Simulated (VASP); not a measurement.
Write the native input for VASP 6.6.1 that does the following.

- Task: single point
- Functional: LDA
- Potentials or basis: VASP PAW LDA potentials, release 64 (Ni, Si)
- Cutoff: 520 eV
- k mesh: 11 × 11 × 11
- Occupations: fermi-dirac, width 0.05 eV
- Spin: no spin polarisation
- Dipole correction: no
- Further INCAR settings: ALGO = Normal; EDIFF = 1e-06; NBANDS = 16

The structure of Si2Ni (fluorite type) lies in POSCAR:

```
Si2Ni
1.0
    0.0000000000      2.6205297823      2.6205297823
    2.6205297823      0.0000000000      2.6205297823
    2.6205297823      2.6205297823      0.0000000000
Ni Si
1 2
Direct
    0.0000000000      0.0000000000      0.0000000000
    0.2500000000      0.2500000000      0.2500000000
    0.7500000000      0.7500000000      0.7500000000
```

This cell differs from its parent crystal: volume scaled by 0.94.

These files were run (other wordings do the same):

INCAR

```
PREC = Accurate
ENCUT = 520
EDIFF = 1E-6
ISMEAR = -1
SIGMA = 0.05
LREAL = False
LASPH = True
NELM = 80
ALGO = Normal
ISIF = 2
LWAVE = False
LCHARG = True
GGA = CA
LELF = True
LVHAR = True
NBANDS = 16
```

KPOINTS

```
Automatic mesh
0
Gamma
  11 11 11
```

Potentials or basis: VASP PAW LDA potentials, release 64 (Ni, Si).

Command:

```bash
$ cat potpaw_LDA.64/Ni/POTCAR potpaw_LDA.64/Si/POTCAR > POTCAR
$ mpirun -np 1 vasp_std > vasp.out
```

Results of the run:

```yaml
Pressure: 12.0 GPa
Band_gap_on_the_k_mesh: zero (band 9 reaches 13.63 eV, above the bottom of band 10 at 11.48 eV)
```

It used 47 s of CPU time on 1 thread of AMD EPYC 7R13 Processor (Zen 3), on a shared host.
